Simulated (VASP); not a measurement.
Wanted: the native input for a VASP 6.6.1 run.

* Task: single point
* Functional: PBE
* Potentials or basis: VASP PAW PBE potentials, release 64 (Te)
* Cutoff: 520 eV
* k mesh: 12 × 12 × 6
* Occupations: gaussian, width 0.01 eV
* Spin: no spin polarisation
* Dipole correction: no
* Further INCAR settings: ALGO = Normal; EDIFF = 1e-07; NBANDS = 16

The structure of Te lies in POSCAR:

```
Te
1.0
    4.5226078920      0.0000000000      0.0000000000
   -2.2613039460      3.9166933258      0.0000000000
    0.0000000000      0.0000000000      6.1341334711
Te
3
Direct
    0.7386266248      0.0000000000      0.3333333333
    0.0000000000      0.7386266248      0.6666666667
    0.2613733752      0.2613733752      0.0000000000
```

These files were run (other wordings do the same):

INCAR

```
  PREC = Accurate
  ENCUT = 520
  EDIFF = 1E-7
  ISMEAR = 0
  SIGMA = 0.01
  LREAL = F
  LASPH = T
  NELM = 100
  ALGO = Normal
  ISIF = 2
  LWAVE = F
  LCHARG = F
  GGA = PE
  NBANDS = 16
```

KPOINTS

```
regular mesh
0
Gamma
  12 12 6
```

Potentials or basis: VASP PAW PBE potentials, release 64 (Te).

Run with:

```sh
$ cat potpaw_PBE.64/Te/POTCAR > POTCAR
$ mpirun -np 1 vasp_std > vasp.out
```

Results of the run:

```
Pressure               : -1.0 GPa
Largest force          : 0.003 eV/Å
Band gap on the k mesh : 0.07 eV, direct
```

Caveat: spin-orbit coupling is left out, which moves the levels of the heavy elements.

Run time: 2 min on 1 thread of Intel Xeon 6975P-C (shared host), peak memory 0.32 GiB.
